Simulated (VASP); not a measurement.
# CoO (R-3m) in VASP: further runs, part 2 of 3

VASP 6.6.1.

## (3) Single point, PBEsol

INCAR reads:

```
PREC = Accurate
ENCUT = 520
EDIFF = 1E-6
ISMEAR = -1
SIGMA = 0.05
LREAL = F
LASPH = T
NELM = 60
ALGO = Normal
ISIF = 2
LWAVE = F
LCHARG = T
GGA = PS
LELF = T
LVHAR = T
NBANDS = 14
```

KPOINTS reads:

```
Automatic mesh
0
Gamma
  11 11 11
```

POSCAR reads:

```
CoO
1.0
    1.5054695445      0.8691832468      2.4399269062
   -1.5054695445      0.8691832468      2.4399269062
    0.0000000000     -1.7383664936      2.4399269062
Co O
1 1
Direct
    0.0000000000      0.0000000000      0.0000000000
    0.5000000000      0.5000000000      0.5000000000
```

Potentials or basis: VASP PAW PBE potentials, release 64 (Co, O).

Command:

```bash
cat potpaw_PBE.64/Co/POTCAR potpaw_PBE.64/O/POTCAR > POTCAR
mpirun -np 1 vasp_std > vasp.out
```

OUTCAR:

```text
PREC = Accurate
   ENCUT = 520
   EDIFF = 1E-6
   ISMEAR = -1
   LREAL = F
   LASPH = T
   NELM = 60
   ISIF = 2
   GGA = PS

 ion  position               nearest neighbor table
   1  0.000  0.000  0.000-   2 2.12   2 2.12   2 2.12   2 2.12   2 2.12   2 2.12
   2  0.500  0.500  0.500-   1 2.12   1 2.12   1 2.12   1 2.12   1 2.12   1 2.12

  LATTYP: Found a trigonal (rhomboedric) cell.
 ALAT       =     2.9958573687
 COS(alpha) =     0.4949531368

  Lattice vectors:

 A1 = (   1.5054695445,   0.8691832468,   2.4399269062)
 A2 = (  -1.5054695445,   0.8691832468,   2.4399269062)
 A3 = (   0.0000000000,  -1.7383664936,   2.4399269062)

Analysis of symmetry for initial positions (statically):
=====================================================================
 Subroutine PRICEL returns:
 Original cell was already a primitive cell.

 Routine SETGRP: Setting up the symmetry group for a
 trigonal (rhombohedral) supercell.

 Subroutine GETGRP returns: Found 12 space group operations
 (whereof 12 operations were pure point group operations)
 out of a pool of 12 trial point group operations.

The static configuration has the point symmetry D_3d.

Analysis of symmetry for dynamics (positions and initial velocities):
=====================================================================
 Subroutine PRICEL returns:
 Original cell was already a primitive cell.

 Routine SETGRP: Setting up the symmetry group for a
 trigonal (rhombohedral) supercell.

 Subroutine GETGRP returns: Found 12 space group operations
 (whereof 12 operations were pure point group operations)
 out of a pool of 12 trial point group operations.

The dynamic configuration has the point symmetry D_3d.

 Subroutine INISYM returns: Found 12 space group operations
 (whereof 12 operations are pure point group operations),
 and found     1 'primitive' translations

----------------------------------------------------------------------------------------

                                     Primitive cell

  volume of cell :      19.1563

  direct lattice vectors                    reciprocal lattice vectors
     1.505469544  0.869183247  2.439926906     0.332122295  0.191750896  0.136616114
    -1.505469544  0.869183247  2.439926906    -0.332122295  0.191750896  0.136616114
     0.000000000 -1.738366494  2.439926906     0.000000000 -0.383501793  0.136616114

  length of vectors
     2.995857369  2.995857369  2.995857369     0.407108816  0.407108816  0.407108816

  position of ions in fractional coordinates (direct lattice)
     0.000000000  0.000000000  0.000000000
     0.500000000  0.500000000  0.500000000

  ion indices of the primitive-cell ions
   primitive index   ion index
                 1           1
                 2           2

----------------------------------------------------------------------------------------

 KPOINTS: Automatic mesh

Automatic generation of k-mesh.
 Grid dimensions read from file:
 generate k-points for:   11   11   11

 Generating k-lattice:

  Cartesian coordinates                     Fractional coordinates (reciprocal lattice)
     0.030192936  0.017431900  0.012419647     0.090909091  0.000000000  0.000000000
    -0.030192936  0.017431900  0.012419647     0.000000000  0.090909091  0.000000000
     0.000000000 -0.034863799  0.012419647     0.000000000  0.000000000  0.090909091

  Length of vectors
[... 38 lines left out ...]
   number of dos      NEDOS =    301   number of ions     NIONS =      2
   total plane-waves  NPLWV =  13824
   dimension x,y,z NGX =    24 NGY =   24 NGZ =   24
   dimension x,y,z NGXF=    48 NGYF=   48 NGZF=   48
   ions per type =               1   1
   NGX,Y,Z   is equivalent  to a cutoff of  13.32, 13.32, 13.32 a.u.
   NGXF,Y,Z  is equivalent  to a cutoff of  26.64, 26.64, 26.64 a.u.
 SYSTEM =  unknown system
   PREC   = accura    normal or accurate (medium, high low for compatibility)
   ISTART =      0    job   : 0-new  1-cont  2-samecut
   ICHARG =      2    charge: 1-file 2-atom 10-const
   ISPIN  =      1    spin polarized calculation?
   LNONCOLLINEAR =      F non collinear calculations
   LSORBIT =      F    spin-orbit coupling
   LASPH  =      T    aspherical Exc in radial PAW
   ENCUT  =  520.0 eV  38.22 Ry    6.18 a.u.   5.57  5.57  5.57*2*pi/ulx,y,z
   NELM   =     60;   NELMIN=  2; NELMDL= -5     # of ELM steps
   EDIFF  = 0.1E-05   stopping-criterion for ELM
   LREAL  =      F    real-space projection
   EDIFFG = 0.1E-04   stopping-criterion for IOM
   NSW    =      0    number of steps for IOM
   IBRION =     -1    ionic relax: 0-MD 1-quasi-New 2-CG
   NFREE  =      0    steps in history (QN), initial steepest desc. (CG)
   ISIF   =      2    stress and relaxation
   ISYM   =      2    0-nonsym 1-usesym 2-fastsym
   POTIM  = 0.5000    time-step for ionic-motion
   TEBEG  =    0.0;   TEEND  =   0.0 temperature during run
   PSTRESS=    0.0 pullay stress
   NELECT =      15.0000    total number of electrons
   NUPDOWN=      -1.0000    fix difference up-down
   EMIN   =  10.00;   EMAX   =-10.00  energy-range for DOS
   EFERMI =   0.00;   METHOD = LEGACY
   ISMEAR =    -1;   SIGMA  =   0.05  broadening in eV -4-tet -1-fermi 0-gaus
   EFERMI_NEDOS =   21; number of points for ismear=-14 and -15
   IALGO  =     38    algorithm
   IMIX   =      4    mixing-type and parameters
     AMIX     =   0.40;   BMIX     =  1.00
     AMIX_MAG =   1.60;   BMIX_MAG =  1.00
  volume/ion in A,a.u.               =       9.58        64.64
  Fermi-wavevector in a.u.,A,eV,Ry     =   1.508927  2.851458 30.978555  2.276860
  Thomas-Fermi vector in A             =   2.619316
   LORBIT       =      0    0 simple, 1 ext, 2 COOP (PROOUT), +10 PAW based schemes
   GGA     = PS    functional components
   LHFCALC =     F    Hartree Fock is set to
   AEXX    =    0.0000 exact exchange contribution
   IVDW    =     0    specifies the selected vdW correction
   LEPSILON=     F    determine dielectric tensor
   LRPA    =     F    only Hartree local field effects (RPA)
 non-spin polarized calculation
  energy-cutoff  :      520.00
  volume of cell :       19.16
 maximum number of plane-waves:       532
   NGX = 11   NGY = 11   NGZ = 11

 number of electron      15.0000006 magnetization

 Free energy of the ion-electron system (eV)
  ---------------------------------------------------
  ext. energy  EPLUGINS =         0.00000000
  ---------------------------------------------------
  free energy    TOTEN  =       -13.51076198 eV

  energy without entropy =      -13.46811591  energy(sigma->0) =      -13.48943894

 E-fermi :   7.6563     XC(G=0): -12.7289

 val. band max:        7.6553913759   @ k =  -0.1818   0.2727   0.1818
 cond. band min:       7.6564763053   @ k =  -0.3636   0.3636   0.0000
 fundamental gap:      0.0010849295
 Fermi energy:         7.6562550670

 k-point     1 :       0.0000    0.0000    0.0000
  band No.  band energies     occupation
      1     -12.6484      2.00000
      2       4.3158      2.00000
      3       4.3158      2.00000
      4       4.3631      2.00000
      5       6.3083      2.00000
      6       6.3083      2.00000
      7       6.3449      2.00000
      8       6.5872      2.00000
      9       6.5872      2.00000
     10       8.9673      0.00000
     11      24.5565      0.00000
     12      26.2131      0.00000
     13      26.2131      0.00000
     14      26.4153      0.00000
[... 377 lines left out ...]
      1     -11.9157      2.00000
      2       1.1972      2.00000
      3       2.7141      2.00000
      4       2.9134      2.00000
      5       6.7262      2.00000
      6       7.0228      1.99999
      7       7.0383      1.99999
      8       7.3974      1.98877
      9       8.8227      0.00000
     10      12.5429      0.00000
     11      19.5821      0.00000
     12      20.7869      0.00000
     13      24.0876      0.00000
     14      27.5906      0.00000

 [... further k-points ...]

------------------------ aborting loop because EDIFF is reached ----------------------------------------

  FORCE on cell =-STRESS in cart. coord.  units (eV):
  Direction    XX          YY          ZZ          XY          YZ          ZX
  --------------------------------------------------------------------------------------
  -------------------------------------------------------------------------------------
  Total       -3.2591070     -3.2591070     -3.2122550      0.0000000      0.0000000      0.0000000
  in kB     -272.5824056   -272.5824057   -268.6638358      0.0000000      0.0000000      0.0000000
  external PRESSURE =    -271.2762157 kB  Pullay stress =       0.0000000 kB

 VOLUME and BASIS-vectors are now :
 -----------------------------------------------------------------------------
  energy-cutoff  :      520.00
  volume of cell :       19.16
      direct lattice vectors                 reciprocal lattice vectors
     1.505469544  0.869183247  2.439926906     0.332122295  0.191750896  0.136616114
    -1.505469544  0.869183247  2.439926906    -0.332122295  0.191750896  0.136616114
     0.000000000 -1.738366494  2.439926906     0.000000000 -0.383501793  0.136616114

 POSITION                                       TOTAL-FORCE (eV/Angst)
 -----------------------------------------------------------------------------------
      0.00000      0.00000      0.00000        -0.000000     -0.000000      0.000000
      0.00000      0.00000      3.65989         0.000000      0.000000     -0.000000
 -----------------------------------------------------------------------------------
    total drift:                               -0.000000      0.000000     -0.000000

  FREE ENERGIE OF THE ION-ELECTRON SYSTEM (eV)
  ---------------------------------------------------
  free  energy   TOTEN  =       -13.5107619805 eV

  energy  without entropy=      -13.4681159081  energy(sigma->0) =      -13.48943894
```

It took 14 s on 1 thread of Intel Xeon 6975P-C (Granite Rapids), shared host; peak memory 0.17 GiB.

Results:

| Quantity | Value |
| --- | --- |
| Free energy | -13.5108 eV |
| Pressure | -27.1 GPa |
| Band gap on the k mesh | zero (an odd number of electrons rules out a gap without spin polarisation) |

Stress tensor (GPa, compression positive):
```
-27.26   0.00   0.00
  0.00 -27.26   0.00
  0.00   0.00 -26.87
```

Levels at points of the mesh, in eV from the Fermi level:
```
           k point  band 3  band 4  band 5  band 6  band 7  band 8  band 9  band 10  band 11  band 12
(0.00, 0.00, 0.00)   -3.34   -3.29   -1.35   -1.35   -1.31   -1.07   -1.07     1.31    16.90    18.56
```

Caveat: the cell stands under tension; the PAW data sets were made with another functional, which shifts forces and pressure a little; an odd number of electrons without spin polarisation forces a metal; a magnetic or distorted state may lie lower; the run has no spin polarisation, though such a crystal can be magnetic; semilocal functionals often make such compounds metallic where correlation or magnetic order opens a gap, which also shifts bond lengths.

## (4) Single point, PBEsol, collinear spin, zero start

INCAR reads:

```
SYSTEM = CoO
ALGO     = Normal         ! electronic algorithm
EDIFF    = 1E-7           ! SCF threshold, eV
ENCUT    = 520            ! plane-wave cutoff, eV
GGA      = PS             ! functional
ISIF     = 2              ! what is computed and relaxed
ISMEAR   = -1             ! smearing method
ISPIN    = 2              ! spin polarisation
LASPH    = .TRUE.         ! aspherical terms in the spheres
LCHARG   = .FALSE.        ! write CHGCAR
LMAXMIX  = 4              ! l up to which the mixer works
LORBIT   = 11             ! projections on sites
LREAL    = .FALSE.        ! projectors in reciprocal space
LWAVE    = .FALSE.        ! write WAVECAR
MAGMOM   = 0 0            ! initial moments
NBANDS   = 18             ! bands
NELM     = 150            ! most SCF steps
NUPDOWN  = 0.0            ! fixed moment
PREC     = Accurate       ! precision mode
SIGMA    = 0.05           ! smearing width, eV
```

KPOINTS reads:

```
k-points
0
G
  9 9 9
  0 0 0
```

POSCAR is that of step 3.

Potentials or basis: VASP PAW PBE potentials, release 64 (Co, O).

Command:

```bash
cat potpaw_PBE.64/Co/POTCAR potpaw_PBE.64/O/POTCAR > POTCAR
mpirun -np 1 vasp_std > vasp.out
```

OUTCAR:

```text
SYSTEM = CoO
   EDIFF = 1E-7
   ENCUT = 520
   GGA = PS
   ISIF = 2
   ISMEAR = -1
   ISPIN = 2
   LASPH = .TRUE.
   LORBIT = 11
   LREAL = .FALSE.
   NELM = 150
   NUPDOWN = 0.0
   PREC = Accurate

 ion  position               nearest neighbor table
   1  0.000  0.000  0.000-   2 2.12   2 2.12   2 2.12   2 2.12   2 2.12   2 2.12
   2  0.500  0.500  0.500-   1 2.12   1 2.12   1 2.12   1 2.12   1 2.12   1 2.12

  LATTYP: Found a trigonal (rhomboedric) cell.
 ALAT       =     2.9958573687
 COS(alpha) =     0.4949531368

  Lattice vectors:

 A1 = (   1.5054695445,   0.8691832468,   2.4399269062)
 A2 = (  -1.5054695445,   0.8691832468,   2.4399269062)
 A3 = (   0.0000000000,  -1.7383664936,   2.4399269062)

Analysis of symmetry for initial positions (statically):
=====================================================================
 Subroutine PRICEL returns:
 Original cell was already a primitive cell.

 Routine SETGRP: Setting up the symmetry group for a
 trigonal (rhombohedral) supercell.

 Subroutine GETGRP returns: Found 12 space group operations
 (whereof 12 operations were pure point group operations)
 out of a pool of 12 trial point group operations.

The static configuration has the point symmetry D_3d.

Analysis of symmetry for dynamics (positions and initial velocities):
=====================================================================
 Subroutine PRICEL returns:
 Original cell was already a primitive cell.

 Routine SETGRP: Setting up the symmetry group for a
 trigonal (rhombohedral) supercell.

 Subroutine GETGRP returns: Found 12 space group operations
 (whereof 12 operations were pure point group operations)
 out of a pool of 12 trial point group operations.

The dynamic configuration has the point symmetry D_3d.

Analysis of structural, dynamic, and magnetic symmetry:
=====================================================================
 Subroutine PRICEL returns:
 Original cell was already a primitive cell.

[... 151 lines left out ...]
  ext. energy  EPLUGINS =         0.00000000
  ---------------------------------------------------
  free energy    TOTEN  =       -13.51358886 eV

  energy without entropy =      -13.47761867  energy(sigma->0) =      -13.49560376

 E-fermi :   7.6830     XC(G=0): -12.7284

 val. band max:        7.6750246676   @ k =  -0.3333   0.3333   0.3333
 cond. band min:       7.7028631911   @ k =  -0.2222  -0.4444   0.1111
 fundamental gap:      0.0278385235
 Fermi energy:         7.6830235282

 spin component 1

 k-point     1 :       0.0000    0.0000    0.0000
  band No.  band energies     occupation
      1     -12.6568      1.00000
      2       4.3059      1.00000
      3       4.3059      1.00000
      4       4.3532      1.00000
      5       6.3200      1.00000
      6       6.3200      1.00000
[... 493 lines left out ...]
     17      39.1860      0.00000
     18      39.2254      0.00000

 [... further k-points ...]

 spin component 2

 k-point     1 :       0.0000    0.0000    0.0000
  band No.  band energies     occupation
      1     -12.6568      1.00000
      2       4.3059      1.00000
      3       4.3059      1.00000
      4       4.3532      1.00000
      5       6.3200      1.00000
      6       6.3200      1.00000
[... 493 lines left out ...]
     17      39.1860      0.00000
     18      39.2254      0.00000

 [... further k-points ...]

------------------------ aborting loop because EDIFF is reached ----------------------------------------

  FORCE on cell =-STRESS in cart. coord.  units (eV):
  Direction    XX          YY          ZZ          XY          YZ          ZX
  --------------------------------------------------------------------------------------
  -------------------------------------------------------------------------------------
  Total       -3.2846366     -3.2846366     -3.2333539      0.0000000     -0.0000000      0.0000000
  in kB     -274.7176276   -274.7176276   -270.4284828      0.0000000     -0.0000000      0.0000000
  external PRESSURE =    -273.2879127 kB  Pullay stress =       0.0000000 kB

 VOLUME and BASIS-vectors are now :
 -----------------------------------------------------------------------------
  energy-cutoff  :      520.00
  volume of cell :       19.16
      direct lattice vectors                 reciprocal lattice vectors
     1.505469544  0.869183247  2.439926906     0.332122295  0.191750896  0.136616114
    -1.505469544  0.869183247  2.439926906    -0.332122295  0.191750896  0.136616114
     0.000000000 -1.738366494  2.439926906     0.000000000 -0.383501793  0.136616114

 POSITION                                       TOTAL-FORCE (eV/Angst)
 -----------------------------------------------------------------------------------
      0.00000      0.00000      0.00000         0.000000     -0.000000     -0.000000
      0.00000      0.00000      3.65989        -0.000000      0.000000      0.000000
 -----------------------------------------------------------------------------------
    total drift:                               -0.000000      0.000000     -0.000000

  FREE ENERGIE OF THE ION-ELECTRON SYSTEM (eV)
  ---------------------------------------------------
  free  energy   TOTEN  =       -13.5135888586 eV

  energy  without entropy=      -13.4776186697  energy(sigma->0) =      -13.49560376

 total charge

# of ion       s       p       d       tot
------------------------------------------
    1        0.278   0.332   7.319   7.930
    2        1.555   3.334   0.000   4.890
--------------------------------------------------
tot          1.834   3.666   7.319  12.819

 magnetization (x)

# of ion       s       p       d       tot
------------------------------------------
    1       -0.000  -0.000   0.000   0.000
    2        0.000  -0.000   0.000  -0.000
--------------------------------------------------
tot          0.000  -0.000   0.000  -0.000
```

OSZICAR:

```text
N       E                     dE             d eps       ncg     rms          rms(c)
DAV:   1     0.739879299594E+02    0.73988E+02   -0.64676E+03  6432   0.951E+02
DAV:   2    -0.111675670245E+02   -0.85155E+02   -0.74038E+02  6388   0.219E+02
DAV:   3    -0.156301328554E+02   -0.44626E+01   -0.42653E+01  7110   0.527E+01
DAV:   4    -0.156756665402E+02   -0.45534E-01   -0.45465E-01  7464   0.510E+00
DAV:   5    -0.156767332595E+02   -0.10667E-02   -0.10665E-02  7506   0.791E-01    0.125E+01
DAV:   6    -0.157174841299E+02   -0.40751E-01   -0.15465E+01  7500   0.545E+01    0.160E+01
DAV:   7    -0.136467771791E+02    0.20707E+01   -0.11168E+01  7414   0.485E+01    0.479E+00
DAV:   8    -0.135277358183E+02    0.11904E+00   -0.51856E-01  8114   0.958E+00    0.121E+00
DAV:   9    -0.135135427100E+02    0.14193E-01   -0.49012E-02  8484   0.314E+00    0.173E-01
DAV:  10    -0.135135670980E+02   -0.24388E-04   -0.23303E-03  8220   0.456E-01    0.696E-02
DAV:  11    -0.135135906685E+02   -0.23570E-04   -0.75001E-05  7924   0.858E-02    0.335E-02
DAV:  12    -0.135135898444E+02    0.82401E-06   -0.36953E-06  7792   0.205E-02    0.104E-02
DAV:  13    -0.135135889263E+02    0.91812E-06   -0.21445E-06  8376   0.234E-02    0.399E-03
DAV:  14    -0.135135888586E+02    0.67767E-07   -0.77907E-08  5254   0.234E-03
   1 F= -.13513589E+02 E0= -.13495604E+02  d E =-.359702E-01  mag=     0.0000
```

It took 21 s on 1 thread of Intel Xeon 6975P-C (Granite Rapids), shared host; peak memory 0.18 GiB.

Results:

```
Free energy                                           : -13.5136 eV
Pressure                                              : -27.3 GPa
Net moment                                            : 0.00 μB per cell
Valence electrons inside the program's atomic spheres : Co 7.93; O 4.89
```

Caveat: the cell stands under tension; the PAW data sets were made with another functional, which shifts forces and pressure a little; the total moment is fixed, so each spin has its own Fermi level.

[end of part 2 of 3]
